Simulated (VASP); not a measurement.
# SrC3 (P1) in VASP: single point with PBE

Aim: the single point of SrC3 with PBE.

Everything below comes from runs of VASP 6.6.1. Logs are shortened: lines on timing, memory, paths and dates and some standing lists are left out, and cuts for length are marked.

## 1. The cell of the first run

The typed cell holds 4 atoms: a = 4.646 Å, b = 5.173 Å, c = 2.773 Å, α = 105.40°, β = 89.79°, γ = 45.52°.

The cell was generated, and may not be a known phase.

## 2. Single point, PBE

Input file INCAR:

```
SYSTEM = SrC3
PREC = Accurate
ENCUT = 520
EDIFF = 1E-7
ISMEAR = 0
SIGMA = 0.1
LREAL = .FALSE.
LASPH = .TRUE.
NELM = 60
ALGO = Normal
ISIF = 2
LWAVE = .FALSE.
LCHARG = .FALSE.
GGA = PE
NBANDS = 19
```

Input file KPOINTS:

```
regular mesh
0
G
  4 4 6
  0 0 0
```

Input file POSCAR:

```
SrC3
1.0
    4.5357895518      0.8469113430      0.5402153871
    2.8756734313      4.2895097454      0.2996833488
   -0.1120836453     -0.9938535244      2.5863918321
Sr C
1 3
Direct
    0.1262790417      0.2176981154      0.2583230210
    0.2155322717      0.6782780172      0.4885906881
    0.7774338143      1.0283663207      0.6644213911
    0.4410676479      0.4447133112      0.8738665026
```

Potentials or basis: VASP PAW PBE potentials, release 64 (Sr_sv, C).

Launch:

```console
> cat potpaw_PBE.64/Sr_sv/POTCAR potpaw_PBE.64/C/POTCAR > POTCAR
> mpirun -np 1 vasp_std > vasp.out
```

OUTCAR:

```text
SYSTEM = SrC3
   PREC = Accurate
   ENCUT = 520
   EDIFF = 1E-7
   ISMEAR = 0
   LREAL = .FALSE.
   LASPH = .TRUE.
   NELM = 60
   ISIF = 2
   GGA = PE

 ion  position               nearest neighbor table
   1  0.126  0.218  0.258-   2 2.61   3 2.77   3 2.77   2 2.77   4 2.78   2 2.78   3 2.79   4 2.79
                             3 2.80   4 2.84   4 2.85   4 2.97   2 3.01   3 3.07
   2  0.216  0.678  0.489-   3 1.42   4 1.61   4 1.62   1 2.61   1 2.77   1 2.78   1 3.01
   3  0.777  0.028  0.664-   2 1.42   4 1.42   1 2.77   1 2.77   1 2.79   1 2.80   1 3.07
   4  0.441  0.445  0.874-   3 1.42   2 1.61   2 1.62   1 2.78   1 2.79   1 2.84   1 2.85   1 2.97

  LATTYP: Found a triclinic cell.
 ALAT       =     5.4836127518
 B/A-ratio  =     0.5056951353
 C/A-ratio  =     0.8471959661
 COS(alpha) =     0.0036572371
 COS(beta)  =     0.1880816516
 COS(gamma) =     0.7593720753

  Lattice vectors:

 A1 = (  -1.5480324752,   4.4364519268,  -2.8269238704)
 A2 = (   0.1120836453,   0.9938535244,  -2.5863918321)
 A3 = (  -4.5357895518,  -0.8469113430,  -0.5402153871)

Analysis of symmetry for initial positions (statically):
=====================================================================
 Subroutine PRICEL returns:
 Original cell was already a primitive cell.

 Routine SETGRP: Setting up the symmetry group for a
 triclinic supercell.

 Subroutine GETGRP returns: Found  1 space group operations
 (whereof  1 operations were pure point group operations)
 out of a pool of  2 trial point group operations.

The static configuration has the point symmetry C_1 .

Analysis of symmetry for dynamics (positions and initial velocities):
=====================================================================
 Subroutine PRICEL returns:
 Original cell was already a primitive cell.

 Routine SETGRP: Setting up the symmetry group for a
 triclinic supercell.

 Subroutine GETGRP returns: Found  1 space group operations
 (whereof  1 operations were pure point group operations)
 out of a pool of  2 trial point group operations.

The dynamic configuration has the point symmetry C_1 .

 Subroutine INISYM returns: Found  1 space group operations
 (whereof  1 operations are pure point group operations),
 and found     1 'primitive' translations

----------------------------------------------------------------------------------------

                                     Primitive cell

  volume of cell :      44.0609

  direct lattice vectors                    reciprocal lattice vectors
     4.535789552  0.846911343  0.540215387     0.258555422 -0.169565340 -0.053952876
     2.875673431  4.289509745  0.299683349    -0.061899263  0.267626588  0.100156414
    -0.112083645 -0.993853524  2.586391832    -0.046831821  0.004407133  0.386303015

  length of vectors
     4.645694603  5.172929697  2.773036293     0.313869756  0.292381286  0.389156347

  position of ions in fractional coordinates (direct lattice)
     0.126279042  0.217698115  0.258323021
     0.215532272  0.678278017  0.488590688
     0.777433814  0.028366321  0.664421391
     0.441067648  0.444713311  0.873866503

  ion indices of the primitive-cell ions
   primitive index   ion index
                 1           1
                 2           2
                 3           3
                 4           4

----------------------------------------------------------------------------------------

 KPOINTS: regular mesh

Automatic generation of k-mesh.
 Grid dimensions read from file:
 generate k-points for:    4    4    6

 Generating k-lattice:

  Cartesian coordinates                     Fractional coordinates (reciprocal lattice)
     0.064638856 -0.042391335 -0.013488219     0.250000000  0.000000000 -0.000000000
    -0.015474816  0.066906647  0.025039104     0.000000000  0.250000000  0.000000000
    -0.007805304  0.000734522  0.064383836     0.000000000  0.000000000  0.166666667

  Length of vectors
     0.078467439  0.073095322  0.064859391

  Shift w.r.t. Gamma in fractional coordinates (k-lattice)
     0.000000000  0.000000000  0.000000000

 Subroutine IBZKPT returns following result:
 ===========================================

 Found     52 irreducible k-points:

 Following reciprocal coordinates:
            Coordinates               Weight
  0.000000  0.000000  0.000000      1.000000
  0.250000  0.000000  0.000000      2.000000
  0.500000  0.000000  0.000000      1.000000
  0.000000  0.250000 -0.000000      2.000000
  0.250000  0.250000 -0.000000      2.000000
  0.500000  0.250000 -0.000000      2.000000
[... 16 lines left out ...]
  0.000000 -0.250000  0.166667      2.000000
  0.250000 -0.250000  0.166667      2.000000
 [... further k-points ...]
   k-points           NKPTS =     52   k-points in BZ     NKDIM =     52   number of bands    NBANDS=     19
   number of dos      NEDOS =    301   number of ions     NIONS =      4
   total plane-waves  NPLWV =  34560
   dimension x,y,z NGX =    36 NGY =   40 NGZ =   24
   dimension x,y,z NGXF=    72 NGYF=   80 NGZF=   48
   ions per type =               1   3
   NGX,Y,Z   is equivalent  to a cutoff of  12.88, 12.86, 14.39 a.u.
   NGXF,Y,Z  is equivalent  to a cutoff of  25.77, 25.71, 28.78 a.u.
 SYSTEM =  SrC3
   PREC   = accura    normal or accurate (medium, high low for compatibility)
   ISTART =      0    job   : 0-new  1-cont  2-samecut
   ICHARG =      2    charge: 1-file 2-atom 10-const
   ISPIN  =      1    spin polarized calculation?
   LNONCOLLINEAR =      F non collinear calculations
   LSORBIT =      F    spin-orbit coupling
   LASPH  =      T    aspherical Exc in radial PAW
   ENCUT  =  520.0 eV  38.22 Ry    6.18 a.u.   8.64  9.62  5.16*2*pi/ulx,y,z
   NELM   =     60;   NELMIN=  2; NELMDL= -5     # of ELM steps
   EDIFF  = 0.1E-06   stopping-criterion for ELM
   LREAL  =      F    real-space projection
   EDIFFG = 0.1E-05   stopping-criterion for IOM
   NSW    =      0    number of steps for IOM
   IBRION =     -1    ionic relax: 0-MD 1-quasi-New 2-CG
   NFREE  =      0    steps in history (QN), initial steepest desc. (CG)
   ISIF   =      2    stress and relaxation
   ISYM   =      2    0-nonsym 1-usesym 2-fastsym
   POTIM  = 0.5000    time-step for ionic-motion
   TEBEG  =    0.0;   TEEND  =   0.0 temperature during run
   PSTRESS=    0.0 pullay stress
   NELECT =      22.0000    total number of electrons
   NUPDOWN=      -1.0000    fix difference up-down
   EMIN   =  10.00;   EMAX   =-10.00  energy-range for DOS
   EFERMI =   0.00;   METHOD = LEGACY
   ISMEAR =     0;   SIGMA  =   0.10  broadening in eV -4-tet -1-fermi 0-gaus
   EFERMI_NEDOS =   21; number of points for ismear=-14 and -15
   IALGO  =     38    algorithm
   IMIX   =      4    mixing-type and parameters
     AMIX     =   0.40;   BMIX     =  1.00
     AMIX_MAG =   1.60;   BMIX_MAG =  1.00
  volume/ion in A,a.u.               =      11.02        74.33
  Fermi-wavevector in a.u.,A,eV,Ry     =   1.298767  2.454313 22.950239  1.686795
  Thomas-Fermi vector in A             =   2.430074
   LORBIT       =      0    0 simple, 1 ext, 2 COOP (PROOUT), +10 PAW based schemes
   GGA     = PE    functional components
   LHFCALC =     F    Hartree Fock is set to
   AEXX    =    0.0000 exact exchange contribution
   IVDW    =     0    specifies the selected vdW correction
   LEPSILON=     F    determine dielectric tensor
   LRPA    =     F    only Hartree local field effects (RPA)
 non-spin polarized calculation
 Gauss-broadening in eV      SIGMA  =   0.10
  energy-cutoff  :      520.00
  volume of cell :       44.06
 maximum number of plane-waves:      1204
 NGX is ok and might be reduce to    36
   NGX = 17   NGY = 19   NGZ = 11

 number of electron      22.0000000 magnetization

 Free energy of the ion-electron system (eV)
  ---------------------------------------------------
  ext. energy  EPLUGINS =         0.00000000
  ---------------------------------------------------
  free energy    TOTEN  =       -26.64491716 eV

  energy without entropy =      -26.63588770  energy(sigma->0) =      -26.64040243

 E-fermi :   7.1043     XC(G=0): -11.2767

 val. band max:        7.0915557544   @ k =   0.2500   0.2500  -0.0000
 cond. band min:       7.1185734890   @ k =   0.5000  -0.2500   0.1667
 fundamental gap:      0.0270177346
 Fermi energy:         7.1042567401

 k-point     1 :       0.0000    0.0000    0.0000
  band No.  band energies     occupation
      1     -29.2650      2.00000
      2     -11.7110      2.00000
      3     -11.4985      2.00000
      4     -11.0044      2.00000
      5      -9.6119      2.00000
      6      -4.6287      2.00000
[... 11 lines left out ...]
     18      14.1874      0.00000
     19      14.9863      0.00000

 k-point     2 :       0.2500    0.0000    0.0000
  band No.  band energies     occupation
      1     -29.2397      2.00000
      2     -12.1563      2.00000
      3     -11.4154      2.00000
      4     -10.3958      2.00000
      5      -9.6267      2.00000
      6      -6.8393      2.00000
[... 11 lines left out ...]
     18      14.9683      0.00000
     19      15.2422      0.00000

 k-point     3 :       0.5000    0.0000    0.0000
  band No.  band energies     occupation
      1     -29.2142      2.00000
      2     -12.1728      2.00000
      3     -11.6311      2.00000
      4      -9.9407      2.00000
      5      -9.6412      2.00000
      6      -7.9218      2.00000
[... 11 lines left out ...]
     18      14.0531      0.00000
     19      15.6117      0.00000

 k-point     4 :       0.0000    0.2500   -0.0000
  band No.  band energies     occupation
      1     -29.2412      2.00000
      2     -12.0783      2.00000
      3     -11.3545      2.00000
      4     -10.5136      2.00000
      5      -9.6340      2.00000
      6      -6.8923      2.00000
[... 407 lines left out ...]
     18      14.5120      0.00000
     19      15.5196      0.00000

 k-point    23 :       0.0000   -0.2500    0.1667
  band No.  band energies     occupation
      1     -29.1079      2.00000
      2     -11.7697      2.00000
      3     -11.1757      2.00000
      4     -10.8569      2.00000
      5     -10.2655      2.00000
      6      -5.8843      2.00000
[... 11 lines left out ...]
     18      13.7472      0.00000
     19      14.1327      0.00000

 k-point    24 :       0.2500   -0.2500    0.1667
  band No.  band energies     occupation
      1     -29.0778      2.00000
      2     -11.7110      2.00000
      3     -11.5239      2.00000
      4     -10.7382      2.00000
      5      -9.6126      2.00000
      6      -7.8990      2.00000
[... 11 lines left out ...]
     18      13.7198      0.00000
     19      14.3530      0.00000

 [... further k-points ...]

------------------------ aborting loop because EDIFF is reached ----------------------------------------

  FORCE on cell =-STRESS in cart. coord.  units (eV):
  Direction    XX          YY          ZZ          XY          YZ          ZX
  --------------------------------------------------------------------------------------
  -------------------------------------------------------------------------------------
  Total        0.2678392      0.1742721      0.1772663      0.0730339      0.0241834      0.0321295
  in kB        9.7393733      6.3370151      6.4458925      2.6557157      0.8793751      1.1683177
  external PRESSURE =       7.5074270 kB  Pullay stress =       0.0000000 kB

 VOLUME and BASIS-vectors are now :
 -----------------------------------------------------------------------------
  energy-cutoff  :      520.00
  volume of cell :       44.06
      direct lattice vectors                 reciprocal lattice vectors
     4.535789552  0.846911343  0.540215387     0.258555422 -0.169565340 -0.053952876
     2.875673431  4.289509745  0.299683349    -0.061899263  0.267626588  0.100156414
    -0.112083645 -0.993853524  2.586391832    -0.046831821  0.004407133  0.386303015

 POSITION                                       TOTAL-FORCE (eV/Angst)
 -----------------------------------------------------------------------------------
      1.16985      0.78403      0.80158         0.016488      0.012671      0.004761
      2.87335      2.60643      1.58339         0.008074     -0.038981     -0.010634
      3.53338      0.11976      2.14694        -0.014182      0.000873      0.002765
      3.18149      1.41265      2.63171        -0.010380      0.025437      0.003108
 -----------------------------------------------------------------------------------
    total drift:                                0.000017     -0.000035      0.000035

  FREE ENERGIE OF THE ION-ELECTRON SYSTEM (eV)
  ---------------------------------------------------
  free  energy   TOTEN  =       -26.6449171622 eV

  energy  without entropy=      -26.6358876987  energy(sigma->0) =      -26.64040243
```

Run time: 47 s. Hardware: 1 thread of Intel Xeon Platinum 8488C (Sapphire Rapids), shared host; peak memory 0.19 GiB.

What came out:

```
Free energy            : -26.6449 eV
Pressure               : 0.8 GPa
Largest force          : 0.041 eV/Å
Band gap on the k mesh : zero (bands 11 and 12 overlap by 1.32 eV)
```

Forces in eV/Å, atoms in the order of the input:
```
Sr   0.016  0.013  0.005
C    0.008 -0.039 -0.011
C   -0.014  0.001  0.003
C   -0.010  0.025  0.003
```

Levels at points of the mesh, in eV from the Fermi level:
```tsv
k point	band 7	band 8	band 9	band 10	band 11	band 12	band 13	band 14	band 15	band 16
(0.00, 0.00, 0.00)	-10.35	-6.51	-5.66	-2.96	-0.77	-0.11	1.37	2.78	3.48	5.53
(0.50, 0.00, 0.00)	-7.29	-6.60	-5.36	-4.48	0.23	2.65	2.75	3.67	4.94	5.41
(0.00, 0.50, 0.00)	-7.42	-6.48	-5.34	-4.18	-0.37	2.62	2.79	3.67	5.19	6.26
(0.50, 0.50, 0.00)	-10.49	-8.18	-5.65	-0.95	-0.93	-0.08	0.40	1.29	3.48	6.21
(0.00, 0.00, 0.50)	-10.34	-9.01	-6.27	-3.78	-2.17	-0.29	2.15	4.38	5.08	5.46
(0.50, 0.00, 0.50)	-10.42	-8.82	-5.19	-4.14	-2.03	0.16	2.43	3.07	4.55	5.26
(0.00, 0.50, 0.50)	-10.39	-9.03	-6.29	-3.74	-2.12	-0.29	2.10	4.33	5.08	5.44
(0.50, 0.50, 0.50)	-10.37	-8.81	-5.17	-4.18	-2.08	0.20	2.41	3.02	4.56	5.29
```

Caveat: the k points lie up to 0.46 Å⁻¹ apart, too coarse for converged energies and pressures of a metal.

The gap in the log of VASP goes by the Fermi energy; the results here count the filled bands.